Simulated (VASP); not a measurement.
# BaZrO3 (Pm-3m) in VASP: further runs, part 2 of 2

VASP 6.6.1.

### Step 5. Single point, PBEsol

This run uses another cell than the first one, of 13.24 Å³/atom, 0.881 times its volume.

Input file INCAR:

```
ALGO     = Normal         # electronic algorithm
EDIFF    = 1E-6           # SCF threshold, eV
ENCUT    = 520            # plane-wave cutoff, eV
GGA      = PS             # functional
ISIF     = 2              # what is computed and relaxed
ISMEAR   = -1             # smearing method
LASPH    = T              # aspherical terms in the spheres
LCHARG   = T              # write CHGCAR
LELF     = T              # ELF
LREAL    = F              # projectors in reciprocal space
LVHAR    = T            
LWAVE    = F              # write WAVECAR
NBANDS   = 28             # bands
NELM     = 100            # most SCF steps
PREC     = Accurate       # precision mode
SIGMA    = 0.05           # smearing width, eV
```

Input file KPOINTS:

```
k-points
0
Gamma
  6 6 6
```

Input file POSCAR:

```
BaZrO3
1.0
    4.0453565157      0.0000000000      0.0000000000
    0.0000000000      4.0453565157      0.0000000000
    0.0000000000      0.0000000000      4.0453565157
Ba Zr O
1 1 3
Direct
    0.0000000000      0.0000000000      0.0000000000
    0.5000000000      0.5000000000      0.5000000000
    0.5000000000      0.5000000000      0.0000000000
    0.5000000000      0.0000000000      0.5000000000
    0.0000000000      0.5000000000      0.5000000000
```

Potentials or basis: VASP PAW PBE potentials, release 64 (Ba_sv, Zr_sv, O).

The run is started by

```bash
$ cat potpaw_PBE.64/Ba_sv/POTCAR potpaw_PBE.64/Zr_sv/POTCAR potpaw_PBE.64/O/POTCAR > POTCAR
$ mpirun -np 1 vasp_std > vasp.out
```

OUTCAR:

```text
EDIFF = 1E-6
   ENCUT = 520
   GGA = PS
   ISIF = 2
   ISMEAR = -1
   LASPH = T
   LREAL = F
   NELM = 100
   PREC = Accurate

 ion  position               nearest neighbor table
   1  0.000  0.000  0.000-   3 2.86   4 2.86   5 2.86   4 2.86   5 2.86   3 2.86   5 2.86   5 2.86
                             3 2.86   4 2.86   4 2.86   3 2.86   2 3.50   2 3.50   2 3.50   2 3.50
   2  0.500  0.500  0.500-   3 2.02   4 2.02   5 2.02   3 2.02   4 2.02   5 2.02   1 3.50   1 3.50
                             1 3.50   1 3.50   1 3.50   1 3.50   1 3.50   1 3.50
   3  0.500  0.500  0.000-   2 2.02   2 2.02   1 2.86   1 2.86   1 2.86   1 2.86
   4  0.500  0.000  0.500-   2 2.02   2 2.02   1 2.86   1 2.86   1 2.86   1 2.86
   5  0.000  0.500  0.500-   2 2.02   2 2.02   1 2.86   1 2.86   1 2.86   1 2.86

  LATTYP: Found a simple cubic cell.
 ALAT       =     4.0453565157

  Lattice vectors:

 A1 = (   4.0453565157,   0.0000000000,   0.0000000000)
 A2 = (   0.0000000000,   4.0453565157,   0.0000000000)
 A3 = (   0.0000000000,   0.0000000000,   4.0453565157)

Analysis of symmetry for initial positions (statically):
=====================================================================
 Subroutine PRICEL returns:
 Original cell was already a primitive cell.

 Routine SETGRP: Setting up the symmetry group for a
 simple cubic supercell.

 Subroutine GETGRP returns: Found 48 space group operations
[... 9 lines left out ...]

 Routine SETGRP: Setting up the symmetry group for a
 simple cubic supercell.

 Subroutine GETGRP returns: Found 48 space group operations
[... 11 lines left out ...]
                                     Primitive cell

  volume of cell :      66.2019

  direct lattice vectors                    reciprocal lattice vectors
     4.045356516  0.000000000  0.000000000     0.247197001  0.000000000  0.000000000
     0.000000000  4.045356516  0.000000000     0.000000000  0.247197001  0.000000000
     0.000000000  0.000000000  4.045356516     0.000000000  0.000000000  0.247197001

  length of vectors
     4.045356516  4.045356516  4.045356516     0.247197001  0.247197001  0.247197001
[... 100 lines left out ...]
   IMIX   =      4    mixing-type and parameters
     AMIX     =   0.40;   BMIX     =  1.00
     AMIX_MAG =   1.60;   BMIX_MAG =  1.00
  volume/ion in A,a.u.               =      13.24        89.35
  Fermi-wavevector in a.u.,A,eV,Ry     =   1.384006  2.615392 26.061593  1.915473
  Thomas-Fermi vector in A             =   2.508551
   LORBIT       =      0    0 simple, 1 ext, 2 COOP (PROOUT), +10 PAW based schemes
   GGA     = PS    functional components
   LHFCALC =     F    Hartree Fock is set to
   AEXX    =    0.0000 exact exchange contribution
   IVDW    =     0    specifies the selected vdW correction
   LEPSILON=     F    determine dielectric tensor
   LRPA    =     F    only Hartree local field effects (RPA)
 non-spin polarized calculation
  energy-cutoff  :      520.00
  volume of cell :       66.20
 maximum number of plane-waves:      1804
   NGX = 15   NGY = 15   NGZ = 15

 number of electron      39.9999976 magnetization

 Free energy of the ion-electron system (eV)
  ---------------------------------------------------
  ext. energy  EPLUGINS =         0.00000000
  ---------------------------------------------------
  free energy    TOTEN  =       -43.15881717 eV

  energy without entropy =      -43.15881717  energy(sigma->0) =      -43.15881717

 E-fermi :   5.5882     XC(G=0): -11.5692

 val. band max:        4.4343428168   @ k =   0.5000   0.5000   0.5000
 cond. band min:       7.7384675223   @ k =   0.0000   0.0000   0.0000
 fundamental gap:      3.3041247054
 Fermi energy:         5.5882446623

 k-point     1 :       0.0000    0.0000    0.0000
  band No.  band energies     occupation
      1     -41.7869      2.00000
      2     -20.5186      2.00000
      3     -20.1687      2.00000
      4     -20.1687      2.00000
      5     -20.1687      2.00000
      6     -12.0122      2.00000
[... 609 lines left out ...]
     27      14.3140      0.00000
     28      14.3140      0.00000

------------------------ aborting loop because EDIFF is reached ----------------------------------------

  FORCE on cell =-STRESS in cart. coord.  units (eV):
  Direction    XX          YY          ZZ          XY          YZ          ZX
  --------------------------------------------------------------------------------------
  -------------------------------------------------------------------------------------
  Total        8.9894937      8.9894937      8.9894937      0.0000000      0.0000000     -0.0000000
  in kB      217.5581763    217.5581763    217.5581763      0.0000000      0.0000000     -0.0000000
  external PRESSURE =     217.5581763 kB  Pullay stress =       0.0000000 kB

 VOLUME and BASIS-vectors are now :
 -----------------------------------------------------------------------------
  energy-cutoff  :      520.00
  volume of cell :       66.20
      direct lattice vectors                 reciprocal lattice vectors
     4.045356516  0.000000000  0.000000000     0.247197001  0.000000000  0.000000000
     0.000000000  4.045356516  0.000000000     0.000000000  0.247197001  0.000000000
     0.000000000  0.000000000  4.045356516     0.000000000  0.000000000  0.247197001

 POSITION                                       TOTAL-FORCE (eV/Angst)
 -----------------------------------------------------------------------------------
      0.00000      0.00000      0.00000         0.000000      0.000000      0.000000
      2.02268      2.02268      2.02268         0.000000      0.000000      0.000000
      2.02268      2.02268      0.00000         0.000000      0.000000      0.000000
      2.02268      0.00000      2.02268         0.000000      0.000000      0.000000
      0.00000      2.02268      2.02268         0.000000      0.000000      0.000000
 -----------------------------------------------------------------------------------
    total drift:                                0.000000      0.000000     -0.000000

  FREE ENERGIE OF THE ION-ELECTRON SYSTEM (eV)
  ---------------------------------------------------
  free  energy   TOTEN  =       -43.1588171742 eV

  energy  without entropy=      -43.1588171742  energy(sigma->0) =      -43.15881717
```

It took 30 s on 1 thread of Intel Xeon 6975P-C (Granite Rapids), shared host; peak memory 0.19 GiB.

What came out:

| Property | Result |
| --- | --- |
| Free energy | -43.1588 eV |
| Pressure | 21.8 GPa |
| Band gap on the k mesh | 3.30 eV, indirect (least direct gap 3.36 eV) |

Caveat: the PAW data sets were made with another functional, which shifts forces and pressure a little; spin-orbit coupling is left out, which moves the levels of the heavy elements.

### Step 6. Single point, PBEsol

This run uses another cell than the first one, of 13.84 Å³/atom, 0.921 times its volume.

Input file INCAR:

```
SYSTEM = BaZrO3
  PREC = Accurate
  ENCUT = 520
  EDIFF = 1E-6
  ISMEAR = -1
  SIGMA = 0.05
  LREAL = .False.
  LASPH = .True.
  NELM = 80
  ALGO = Normal
  ISIF = 2
  LWAVE = .False.
  LCHARG = .True.
  GGA = PS
  LELF = .True.
  LVHAR = .True.
  NBANDS = 28
```

Input file KPOINTS:

```
regular mesh
0
Gamma
  6 6 6
  0 0 0
```

Edit POSCAR of step 5 so:

```diff
@@ -2,5 +2,5 @@
 1.0
-    4.0453565157      0.0000000000      0.0000000000
-    0.0000000000      4.0453565157      0.0000000000
-    0.0000000000      0.0000000000      4.0453565157
+    4.1055093580      0.0000000000      0.0000000000
+    0.0000000000      4.1055093580      0.0000000000
+    0.0000000000      0.0000000000      4.1055093580
 Ba Zr O
```

Potentials or basis: VASP PAW PBE potentials, release 64 (Ba_sv, Zr_sv, O).

The run is started by

```bash
$ cat potpaw_PBE.64/Ba_sv/POTCAR potpaw_PBE.64/Zr_sv/POTCAR potpaw_PBE.64/O/POTCAR > POTCAR
$ mpirun -np 1 vasp_std > vasp.out
```

Wall time 25 s (1 thread of Intel Xeon 6975P-C (Granite Rapids), shared host); peak memory 0.19 GiB.

It converged, with:

```
Free energy            : -43.4697 eV
Pressure               : 11.5 GPa
Band gap on the k mesh : 3.23 eV, indirect (least direct gap 3.36 eV)
```

Levels at points of the mesh, in eV from the valence-band top:
```tsv
k point	band 17	band 18	band 19	band 20	band 21	band 22	band 23	band 24
(0.00, 0.00, 0.00)	-1.10	-0.14	-0.14	-0.14	3.23	3.23	3.23	4.61
(0.50, 0.00, 0.00)	-1.85	-1.85	-0.34	-0.34	3.75	6.10	6.10	6.59
(0.50, 0.50, 0.00)	-0.93	-0.93	-0.62	-0.09	6.05	6.05	6.76	6.83
(0.50, 0.50, 0.50)	-2.58	0.00	0.00	0.00	6.15	6.15	6.15	7.55
```

Caveat: the PAW data sets were made with another functional, which shifts forces and pressure a little; spin-orbit coupling is left out, which moves the levels of the heavy elements. PBEsol gaps usually lie below the measured ones, often by a third to a half.

### Step 7. The runs side by side

```csv
level,potentials or basis,cell,cutoff (eV),second run,gap on the mesh (eV),pressure (GPa)
PBEsol,"VASP PAW PBE potentials, release 64 (Ba_sv, Zr_sv, O)","a = 4.219 Å, 5 atoms",520,-,3.07,-3.2
PBE,"VASP PAW PBE potentials, release 64 (Ba_sv, Zr_sv, O_h)","a = 4.135 Å, 5 atoms",910,hard_potentials,3.28,12.5
PBEsol,"VASP PAW PBE potentials, release 64 (Ba_sv, Zr_sv, O)","a = 3.995 Å, 5 atoms",520,-,3.33,32.1
PBEsol,"VASP PAW PBE potentials, release 64 (Ba_sv, Zr_sv, O)","a = 4.045 Å, 5 atoms",520,-,3.30,21.8
PBEsol,"VASP PAW PBE potentials, release 64 (Ba_sv, Zr_sv, O)","a = 4.106 Å, 5 atoms",520,-,3.23,11.5
```

Alike in all rows: task single point; no spin polarisation; k mesh 6 × 6 × 6; smearing fermi-dirac 0.05 eV.

Caveats: spin-orbit coupling is left out, which moves the levels of the heavy elements; the PAW data sets were made with another functional, which shifts forces and pressure a little (some runs); the cutoff is under 1.25 times the usual one of these potentials, so pressure, stress and relaxed cells hold a basis-set (Pulay) error (some runs).

Total energies depend on the potentials used, so only differences within one code and one set of settings carry meaning.
